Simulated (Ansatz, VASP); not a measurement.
One calculation of BeTe, two programs

```
Be Te
1.0
     0.00000    2.68690    2.81155
     2.68690    0.00000    2.81155
     2.68690    2.68690    0.00000
Be Te
1 1
Direct
  0.00000 0.00000 0.00000
  0.75000 0.75000 0.75000
```

Change from the starting cell: strain -0.030 along x and y, +0.015 along z, atoms carried along.

Alike in both runs: task single point; functional PBE; k mesh 8 × 8 × 8; occupations gaussian, width 0.05 eV; no spin polarisation.

```csv
,VASP,Ansatz
version,VASP 6.6.1,Ansatz 0.2.0
potentials or method,"VASP PAW PBE potentials, release 64 (Be, Te), cutoff 520 eV","scalar-relativistic, plane waves, PAW"
valence electrons in the cell,8,18
```

|  | VASP | Ansatz | Ansatz less VASP |
| --- | --- | --- | --- |
| gap on the k mesh at the Fermi level (eV) | 1.51 | 1.53 | +0.019 |
| least direct gap on the mesh (eV) | 3.40 | 3.42 | +0.024 |
| pressure (GPa) | 8.1 | 7.9 | -0.22 |
| traceless stress, the component that is largest in VASP (GPa) | -2.14 | -2.15 | -0.010 |

The functional is the same, so the differences come from potentials, cutoffs and numerics. VASP's potentials hold 8 valence electrons a cell and Ansatz's 18, so a difference there can come from the potentials and not from the codes.

Neither program's run includes spin-orbit coupling.
